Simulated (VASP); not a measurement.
A run of VASP 6.6.1 is set up as follows.

Contents of POSCAR:

```
Mo
1.0
    2.7355100000      0.0000000000      0.0000000000
   -1.3677550000      2.3690210000      0.0000000000
    0.0000000000      0.0000000000      2.5551810000
Mo
1
Direct
    0.0000000000      0.0000000000      0.5000000000
```

Contents of INCAR.step1:

```
PREC = Accurate ; ENCUT = 600
ISMEAR = -1 ; SIGMA = 0.1
LREAL = False ; LASPH = True
NELM = 60 ; GGA = PE
ALGO = Normal ; EDIFF = 1E-4
LWAVE = True ; LCHARG = False
```

The input INCAR.step2:

```
PREC = Accurate ; ENCUT = 600
EDIFF = 1E-6 ; ISMEAR = -1
SIGMA = 0.1 ; LREAL = False
LASPH = True ; NELM = 60
ALGO = Normal ; ISIF = 3
LWAVE = False ; LCHARG = False
METAGGA = R2SCAN ; LMIXTAU = True
IBRION = 2 ; NSW = 80
EDIFFG = -0.01 ; ISTART = 1
```

Contents of KPOINTS:

```
regular mesh
0
Gamma
  12 12 11
```

Potentials or basis: VASP PAW PBE potentials, release 64 (Mo_sv).

Launch:

```bash
$ cat potpaw_PBE.64/Mo_sv/POTCAR > POTCAR
$ cp INCAR.step1 INCAR
$ mpirun -np 1 vasp_std > vasp.out
$ cp INCAR.step2 INCAR
$ mpirun -np 1 vasp_std > vasp.out
```

Task: Predict the relaxed volume.

Result: 16.58 Å³/atom.

Task: Estimate the relaxed cell.

Result: a = 2.764 Å, b = 2.764 Å, c = 2.505 Å, α = 90.00°, β = 90.00°, γ = 120.00°.

Task: Predict the space group after relaxing (to 0.05 Å).

Result: P6/mmm (No. 191).

Step by step:
| step | energy change (eV) | largest force (eV/Å) | pressure (GPa) | volume (Å³) |
| --- | --- | --- | --- | --- |
| 1 | 0.0000 | 0.0000 | 0.88 | 16.56 |
| 2 | -0.0057 | 0.0000 | -2.42 | 16.77 |
| 3 | -0.0068 | 0.0000 | -1.58 | 16.71 |
| 4 | -0.0054 | 0.0000 | 2.80 | 16.37 |
| 5 | -0.0075 | 0.0000 | 0.02 | 16.58 |

Caveat: the PAW data sets were made with another functional, which shifts forces and pressure a little.
